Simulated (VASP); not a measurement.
# Cu: single point with PBE

Cu:

```
CELL_PARAMETERS angstrom
0.00000 1.80750 1.80750
1.80750 0.00000 1.80750
1.80750 1.80750 0.00000
ATOMIC_POSITIONS crystal
Cu 0.00000 0.00000 0.00000
```

```json
{
 "Program": "VASP 6.6.1",
 "Task": "single point",
 "Functional": "PBE",
 "Potentials or basis": "VASP PAW PBE potentials, release 64 (Cu)",
 "Cutoff": "520 eV",
 "k mesh": "8 × 8 × 8",
 "Occupations": "fermi-dirac, width 0.1 eV",
 "Spin": "no spin polarisation"
}
```

| Property | Result |
| --- | --- |
| Pressure | 3.0 GPa |

Levels at points of the mesh, in eV from the Fermi level:
| k point | band 4 | band 5 | band 6 | band 7 | band 8 | band 9 |
| --- | --- | --- | --- | --- | --- | --- |
| (0.00, 0.00, 0.00) | -2.99 | -2.17 | -2.17 | 22.63 | 25.27 | 25.27 |
| (0.50, 0.00, 0.00) | -1.60 | -1.60 | -0.97 | 3.79 | 21.12 | 22.11 |
| (0.50, 0.50, 0.00) | -1.46 | -1.46 | 1.53 | 7.15 | 13.12 | 13.12 |

Run time: 8.1 s on 1 thread of Intel(R) Xeon(R) Platinum 8259CL CPU @ 2.50GHz (Skylake/Cascade Lake), on a shared host, peak memory 0.12 GiB.

Caveat: the k points lie up to 0.38 Å⁻¹ apart.
